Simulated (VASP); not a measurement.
Wanted: the native input for a VASP 6.6.1 run.

```
Task                   : single point
Functional             : r2SCAN
Potentials or basis    : VASP PAW PBE potentials, release 64 (Li_sv)
Cutoff                 : 520 eV
k mesh                 : 20 × 20 × 20
Occupations            : gaussian, width 0.15 eV
Spin                   : no spin polarisation
Dipole correction      : no
Further INCAR settings : ALGO = Normal; EDIFF = 1e-06; NBANDS = 8
```

Crystal: Li.

```
CELL_PARAMETERS angstrom
-1.75000 1.77188 1.77188
1.75000 -1.72812 1.72812
1.75000 1.72812 -1.72812
ATOMIC_POSITIONS crystal
Li 0.00000 0.00000 0.00000
```

This cell differs from its parent crystal: strain +0.0250 x Voigt [0, 0, 0, 1, 0, 0].

These files were run (other wordings do the same):

POSCAR

```
Li
1.0
   -1.7500000000      1.7718750000      1.7718750000
    1.7500000000     -1.7281250000      1.7281250000
    1.7500000000      1.7281250000     -1.7281250000
Li
1
Direct
    0.0000000000      0.0000000000      0.0000000000
```

INCAR.step1

```
PREC = Accurate
ENCUT = 520
ISMEAR = 0
SIGMA = 0.15
LREAL = F
LASPH = T
NELM = 80
NBANDS = 8
GGA = PE
ALGO = Normal
EDIFF = 1E-4
LWAVE = T
LCHARG = F
```

INCAR.step2

```
PREC = Accurate
ENCUT = 520
EDIFF = 1E-6
ISMEAR = 0
SIGMA = 0.15
LREAL = F
LASPH = T
NELM = 80
ALGO = Normal
ISIF = 2
LWAVE = F
LCHARG = F
METAGGA = R2SCAN
LMIXTAU = T
NBANDS = 8
ISTART = 1
```

KPOINTS

```
Automatic mesh
0
Gamma
  20 20 20
```

Potentials or basis: VASP PAW PBE potentials, release 64 (Li_sv).

Command:

```console
$ cat potpaw_PBE.64/Li_sv/POTCAR > POTCAR
$ cp INCAR.step1 INCAR
$ mpirun -np 1 vasp_std > vasp.out
$ cp INCAR.step2 INCAR
$ mpirun -np 1 vasp_std > vasp.out
```

Run time: 17 min on 1 thread of Oxide Virtual Turin-like Processor, on a shared host, peak memory 0.23 GiB.
